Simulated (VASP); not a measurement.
Here is a VASP 6.6.1 calculation.

INCAR

```
SYSTEM = TiO2
ALGO = Normal
EDIFF = 1E-6
ENCUT = 600
GGA = PE
GGA_COMPAT = .False.
ISIF = 2
ISMEAR = 0
LASPH = .True.
LCHARG = .True.
LDAU = .True.
LDAUJ = 0 0
LDAUL = 2 -1
LDAUPRINT = 1
LDAUTYPE = 2
LDAUU = 4 0
LELF = .True.
LMAXMIX = 4
LREAL = .False.
LVHAR = .True.
LWAVE = .False.
NBANDS = 33
NELM = 200
PREC = Accurate
SIGMA = 0.05
```

File KPOINTS:

```
k-points
0
Gamma
  8 8 8
  0 0 0
```

The input POSCAR:

```
TiO2
1.0
   -1.9406500000      1.9406500000      5.2799000000
    1.9406500000     -1.9406500000      5.2799000000
    1.9406500000      1.9406500000     -5.2799000000
Ti O
2 4
Direct
    0.0000000000      0.0000000000      0.0000000000
    0.7500000000      0.2500000000      0.5000000000
    0.2052682436      0.2052682436      0.0000000000
    0.9552682436      0.4552682436      0.5000000000
    0.5447317564      0.0447317564      0.5000000000
    0.7947317564      0.7947317564      0.0000000000
```

Potentials or basis: VASP PAW PBE potentials, release 64 (Ti_sv, O).

The run is started by

```bash
$ cat potpaw_PBE.64/Ti_sv/POTCAR potpaw_PBE.64/O/POTCAR > POTCAR
$ mpirun -np 1 vasp_std > vasp.out
```

Question: Estimate the pressure.

Answer: -14.3 GPa.

Question: Predict the largest force.

Answer: 0.665 eV/Å.

Question: What does it give for the band gap on the k mesh?

Answer: 2.36 eV (least direct gap 2.67 eV).

Eigenvalues of the final occupation matrices:
```csv
site,spin,trace,eigenvalues
site 1 d,1,0.74,0.09 0.09 0.11 0.20 0.24
site 1 d,2,0.74,0.09 0.09 0.11 0.20 0.24
site 2 d,1,0.74,0.09 0.09 0.11 0.20 0.24
site 2 d,2,0.74,0.09 0.09 0.11 0.20 0.24
```

Caveat: the cell stands under tension. A k mesh can miss the band edges.
